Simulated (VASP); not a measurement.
Input of a VASP 6.6.1 run:

The input INCAR:

```
ALGO = Normal
EDIFF = 1E-6
ENCUT = 700
GGA = RP
GGA_COMPAT = False
ISIF = 2
ISMEAR = -1
LASPH = True
LCHARG = False
LREAL = False
LWAVE = False
NBANDS = 33
NELM = 120
PREC = Accurate
SIGMA = 0.05
```

File KPOINTS:

```
k-points
0
Gamma
  5 5 4
```

The input POSCAR:

```
CuO
1.0
    3.1754955000      0.0000000000      0.0000000000
    0.0000000000      3.1754955000      0.0000000000
    0.0000000000      0.0000000000      4.6495318700
Cu O
2 2
Direct
    0.0000000000      0.0000000000      0.0000000000
    0.5000000000      0.5000000000      0.0000000000
    0.5000000000      0.0000000000      0.2670000000
    0.0000000000      0.5000000000      0.7330000000
```

Potentials or basis: VASP PAW PBE potentials, release 64 (Cu_sv_GW, O).

Command:

```bash
$ cat potpaw_PBE.64/Cu_sv_GW/POTCAR potpaw_PBE.64/O/POTCAR > POTCAR
$ mpirun -np 1 vasp_std > vasp.out
```

Problem. What does it give for the pressure?

Solution. 19.1 GPa.

Problem. What does it give for the band gap on the k mesh?

Solution. Zero (band 25 reaches 3.71 eV, above the bottom of band 26 at 2.92 eV).

Problem. Predict the largest force.

Solution. 0.647 eV/Å.

Forces in eV/Å, atoms in the order of the input:
```
Cu   0.000  0.000  0.000
Cu   0.000  0.000  0.000
O    0.000  0.000 -0.647
O    0.000  0.000  0.647
```

Caveat: the k points lie up to 0.40 Å⁻¹ apart; the PAW data sets were made with another functional, which shifts forces and pressure a little; semilocal functionals often make such compounds metallic where correlation or magnetic order opens a gap, which also shifts bond lengths. With open d or f shells a metallic result of RPBE can be an artefact of self-interaction; +U or a hybrid may open a gap.
